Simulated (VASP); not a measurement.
**Cu2O: single point with HSE06**

Cu2O:

```
Cu O
1.0
     4.33100    0.00000    0.00000
     0.00000    4.33100    0.00000
     0.00000    0.00000    4.33100
Cu O
4 2
Direct
  0.25000 0.25000 0.75000
  0.75000 0.25000 0.25000
  0.25000 0.75000 0.25000
  0.75000 0.75000 0.75000
  0.50000 0.50000 0.50000
  0.00000 0.00000 0.00000
```

This cell differs from its parent crystal: strain +2.0%.

```yaml
Program: VASP 6.6.1
Task: single point
Functional: HSE06
Potentials_or_basis: VASP PAW PBE potentials, release 64 (Cu, O)
Cutoff: 520 eV
k_mesh: 4 × 4 × 4
Occupations: gaussian, width 0.01 eV
Spin: no spin polarisation
Dipole_correction: no
Grid_for_exact_exchange_PRECFOCK: Normal
Further_INCAR_settings: ALGO = Normal; EDIFF = 1e-06; NBANDS = 37
Share_of_exact_exchange: 0.25
Screening_parameter: 0.2079 1/Å
```

```yaml
Pressure: -2.9 GPa
Band_gap_on_the_k_mesh: 1.88 eV
```

Levels at points of the mesh, in eV from the valence-band top:
```csv
k point,band 25,band 26,band 27,band 28,band 29,band 30,band 31,band 32
"(0.00, 0.00, 0.00)",-2.14,0.00,0.00,0.00,1.88,2.69,2.69,9.80
"(0.50, 0.00, 0.00)",-1.63,-1.63,-0.29,-0.29,3.71,3.71,5.68,5.68
"(0.50, 0.50, 0.00)",-1.65,-1.65,-0.64,-0.64,3.36,3.36,5.41,5.41
"(0.50, 0.50, 0.50)",-0.87,-0.73,-0.73,-0.73,3.92,3.92,3.92,6.62
```

It took 39 min on 4 MPI ranks on Intel(R) Xeon(R) Platinum 8375C CPU @ 2.90GHz (Ice Lake), with other jobs on the host, peak memory 0.34 GiB a rank.

Caveat: the cell differs from its parent crystal (strain +2.0%); the PAW data sets were made with another functional, which shifts forces and pressure a little.
